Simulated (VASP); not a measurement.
Crystal: Sn.

```
Sn
1.0
    -1.98777    1.98777    1.62686
     1.98777   -1.98777    1.62686
     1.98777    1.98777   -1.62686
Sn
1
Cartesian
  0.0000 0.0000 0.0000
```

Base run:

| Item | Value |
| --- | --- |
| Program | VASP 6.6.1 |
| Functional | PBE |
| Potentials or basis | VASP PAW PBE potentials, release 64 (Sn_d) |
| Cutoff | 520 eV |
| k mesh | 10 × 10 × 10 |
| Occupations | fermi-dirac, width 0.05 eV |
| Spin | no spin polarisation |

Its results: band gap on the k mesh zero (bands 7 and 8 overlap by 9.40 eV); pressure 4.5 GPa.

**Question.** The run is repeated on the same cell with these changes: functional from PBE to r2SCAN. What comes out?

**Answer.** Band gap on the k mesh zero (bands 7 and 8 overlap by 9.93 eV); pressure 3.1 GPa.

Caveats: the cell stands under pressure; spin-orbit coupling is left out, which moves the levels of the heavy elements; the PAW data sets were made with another functional, which shifts forces and pressure a little (at least some runs).
